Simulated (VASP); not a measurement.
MgO:

```
Mg O
1.0
     0.00000    2.10217    2.10217
     2.10217    0.00000    2.10217
     2.10217    2.10217    0.00000
Mg O
1 1
Direct
  0.00000 0.00000 0.00000
  0.50000 0.50000 0.50000
```

Base run:

- Program: VASP 6.6.1
- Functional: LDA
- Potentials or basis: VASP PAW LDA potentials, release 64 (Mg, O)
- Cutoff: 600 eV
- k mesh: 10 × 10 × 10
- Occupations: gaussian, width 0.01 eV
- Spin: no spin polarisation

Its results: band gap on the k mesh 4.71 eV, direct; pressure -7.2 GPa.

Q: The run is repeated on the same cell with these changes: functional from LDA to r2SCAN; potentials or basis from VASP PAW LDA potentials, release 64 (Mg, O) to VASP PAW PBE potentials, release 64 (Mg, O); cutoff from 600 eV to 660 eV. What comes out?

A: Band gap on the k mesh 5.66 eV, direct; pressure -1.4 GPa.

Caveats: the PAW data sets were made with another functional, which shifts forces and pressure a little (some runs).

